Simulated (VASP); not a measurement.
A run of VASP 6.6.1:

File INCAR:

```
PREC = Accurate
ENCUT = 520
EDIFF = 1E-6
ISMEAR = -1
SIGMA = 0.05
LREAL = Auto
LASPH = True
NELM = 200
ALGO = Normal
ISIF = 2
LWAVE = False
LCHARG = False
ISPIN = 2
MAGMOM = 0 0 0 0 0 0 0 0 0 0 0 0 0 0 0 0 0 0 0 0 0 0 0 0 0 0 0 0 0 0 0 0 0 0 0 0 0 0 0 0 0 0 0 0 0 0 0 0 0.81
LORBIT = 11
GGA = PS
NBANDS = 162
GGA_COMPAT = False
```

KPOINTS

```
Automatic mesh
0
Gamma
  1 1 1
```

File POSCAR:

```
Si16HO32
1.0
  -10.0780000000      0.0000000000      0.0000000000
    0.0000000000     -8.7640000000      0.0000000000
    0.0000000000      0.0000000000      8.2350000000
Si O H
16 32 1
Direct
    0.4770093272      0.3452190780      0.5552884032
    0.5257491566      0.6893427659      0.0446265938
    0.5188331018      0.3616727522      0.9370734669
    0.4726632268      0.6719420356      0.4219550698
    0.2227326851      0.8582952990      0.5677352763
    0.2841635245      0.1635440438      0.0864966606
    0.2646457630      0.8308649019      0.9477595628
    0.2304822385      0.1919443177      0.4586763813
    0.9790831514      0.3348014605      0.5760170006
    0.0269299464      0.6318347786      0.0577899211
    0.0130978369      0.3048836148      0.9416150577
    0.9842329827      0.6506047467      0.4323497268
    0.7406132169      0.8093450479      0.5359319976
    0.7687239532      0.1637494295      0.0571341834
    0.7820698551      0.8333295299      0.9095567699
    0.7224548522      0.1637608398      0.4267395264
    0.4779222068      0.7244523049      0.2295810565
    0.5018158365      0.4096645367      0.7421250759
    0.4507739631      0.4918872661      0.4491560413
    0.5616888271      0.5134984026      0.0368184578
    0.5948204009      0.2528982200      0.4880388585
    0.3935403850      0.7124600639      0.9241287189
    0.3781008137      0.2823368325     -0.0020886460
    0.6107660250      0.7167617526      0.5058044930
    0.2953661441      0.1929598357      0.2770856102
    0.2167890454      0.8764262894      0.7609471767
    0.1919924588      0.0221360110      0.4959198543
    0.3187636436     -0.0130077590      0.0427322404
    0.3610140901      0.7666020082      0.5147298118
    0.1314348085      0.2007644911      1.0254766242
    0.1552292121      0.7431424007      0.0581542198
    0.3467453860      0.2422638065      0.5883060109
    0.0209565390      0.5740985851      0.2491924712
   -0.0221373288      0.2623117298      0.7563812993
    0.9544651717      0.5183820173      0.5767091682
    0.0522821988      0.4878023733     -0.0590528233
    0.1088509625      0.3001483341      0.4818336369
    0.8948898591      0.7197170242      1.0001821494
    0.8839055368      0.2923436787      0.0664602307
    0.1051299861      0.7477635783      0.5110382514
    0.7187537210      0.1379278868      0.2348148148
    0.8035721373      0.8063441351      0.7179720704
    0.7123635642     -0.0039251483      0.5042015786
    0.8166600516      0.0176061159     -0.0496296296
    0.8582159159      0.7675832953      0.4079417122
    0.6389859099      0.2325764491      0.9545840923
    0.6367037111      0.7989274304     -0.0158591378
    0.8540186545      0.2515175719      0.4812629022
    0.0541178805     -0.0122774989      0.1693260474
```

Potentials or basis: VASP PAW PBE potentials, release 64 (Si, O, H).

Run with:

```bash
$ cat potpaw_PBE.64/Si/POTCAR potpaw_PBE.64/O/POTCAR potpaw_PBE.64/H/POTCAR > POTCAR
$ mpirun -np 1 vasp_gam > vasp.out
```

Hardware: 1 thread of Intel(R) Xeon(R) Platinum 8488C (Sapphire Rapids) (shared host).

Problem. Estimate the wall time of this run.

Solution. Wall time 4.2 min on 1 thread of Intel(R) Xeon(R) Platinum 8488C (Sapphire Rapids), with other jobs on the host, peak memory 0.99 GiB. Counts: scf iterations 18, k points 1.
